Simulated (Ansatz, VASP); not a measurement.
# One calculation of Ge, two programs

The input INCAR:

```
ALGO = Fast
EDIFF = 1E-6
ENCUT = 520
GGA = PS
ISIF = 2
ISMEAR = 0
LASPH = T
LCHARG = T
LELF = T
LREAL = F
LVHAR = T
LWAVE = F
NBANDS = 66
NELM = 100
PREC = Accurate
SIGMA = 0.15
```

The input KPOINTS:

```
k-points
0
Gamma
  8 8 8
```

POSCAR

```
Ge
1.0
   -3.3655732048      3.3655732048      3.5217080442
    3.3655732048     -3.3655732048      3.5217080442
    3.3655732048      3.3655732048     -3.5217080442
Ge
8
Direct
    0.5000000000      0.0000000000      0.7958385091
    0.7958385091      0.5000000000      0.0000000000
    0.0000000000      0.7958385091      0.5000000000
    0.7041614909      0.7041614909      0.7041614909
    0.5000000000      0.0000000000      0.2041614909
    0.2041614909      0.5000000000      0.0000000000
    0.0000000000      0.2041614909      0.5000000000
    0.2958385091      0.2958385091      0.2958385091
```

Input for Ansatz:

```yaml
crystal:
  lattice:
    - [-3.3655732048, 3.3655732048, 3.5217080442]
    - [3.3655732048, -3.3655732048, 3.5217080442]
    - [3.3655732048, 3.3655732048, -3.5217080442]
  atoms:
    - { symbol: Ge, position: [0.5, 0.0, 0.7958385091] }
    - { symbol: Ge, position: [0.7958385091, 0.5, 0.0] }
    - { symbol: Ge, position: [0.0, 0.7958385091, 0.5] }
    - { symbol: Ge, position: [0.7041614909, 0.7041614909, 0.7041614909] }
    - { symbol: Ge, position: [0.5, 0.0, 0.2041614909] }
    - { symbol: Ge, position: [0.2041614909, 0.5, 0.0] }
    - { symbol: Ge, position: [0.0, 0.2041614909, 0.5] }
    - { symbol: Ge, position: [0.2958385091, 0.2958385091, 0.2958385091] }
basis:
  ecutwfc: 420
kpoints:
  mp_grid: { grid: [8, 8, 8] }
hamiltonian:
  xc: pbesol
scf:
  occupations: { method: gaussian, width: 0.15 }
output:
  forces: true
  stress: true
  eigenvalues: true
  write_density: true
  write_potential: true
  elf: true
  volumetric_format: npy
```

Change from the starting cell: strain -0.030 along x and y, +0.015 along z, atoms carried along.

Alike in both runs: task single point; functional PBEsol; k mesh 8 × 8 × 8; occupations gaussian, width 0.15 eV; no spin polarisation.

```csv
,VASP,Ansatz
version,VASP 6.6.1,Ansatz 0.2.0
potentials or method,"VASP PAW PBE potentials, release 64 (Ge_d), cutoff 520 eV","scalar-relativistic, plane waves, PAW"
valence electrons in the cell,112,112
```

Ansatz gave:

| Property | Result |
| --- | --- |
| gap on the k mesh at the Fermi level (eV) | none |
| pressure (GPa) | 3.7 |
| traceless stress, the component that is largest in VASP (GPa) | -3.75 |
| rms of the force components (eV/Å) | 0.196 |

**Question.** Estimate VASP's values.

**Answer.** gap on the k mesh at the Fermi level (eV): none; pressure (GPa): 3.6; traceless stress, the component that is largest in VASP (GPa): -3.76; rms of the force components (eV/Å): 0.194.

VASP's potentials were made for PBE, not for PBEsol. Atom by atom the forces differ by 0.002 eV/Å (rms over components). A gap of «none» marks a metal or a gap that the smearing closes.
